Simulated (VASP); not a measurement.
A run of VASP 6.6.1:

Contents of INCAR:

```
PREC = Accurate
ENCUT = 520
EDIFF = 1E-6
ISMEAR = -1
SIGMA = 0.05
LREAL = F
LASPH = T
NELM = 60
ALGO = Normal
ISIF = 2
LWAVE = F
LCHARG = F
GGA = PS
NBANDS = 18
```

The input KPOINTS:

```
Automatic mesh
0
Gamma
  8 8 6
```

Contents of POSCAR:

```
As
1.0
    1.8250000000     -5.5000000000      0.0000000000
    1.8250000000      5.5000000000      0.0000000000
    0.0000000000      0.0000000000      4.2912000000
As
4
Direct
    0.3900000000      0.6100000000      0.5600000000
    0.8900000000      0.1100000000      0.9400000000
    0.6100000000      0.3900000000      0.4400000000
    0.1100000000      0.8900000000      0.0600000000
```

Potentials or basis: VASP PAW PBE potentials, release 64 (As).

Launch:

```console
$ cat potpaw_PBE.64/As/POTCAR > POTCAR
$ mpirun -np 1 vasp_std > vasp.out
```

Hardware: 1 thread of AMD EPYC 7R43 64-Core Processor (Zen 3), on a shared host.

Q: How long does it take, and how much memory?

A: Wall time 2.6 min on 1 thread of AMD EPYC 7R43 64-Core Processor (Zen 3), with other jobs on the host, peak memory 0.26 GiB. Counts: scf iterations 10, k points 84.
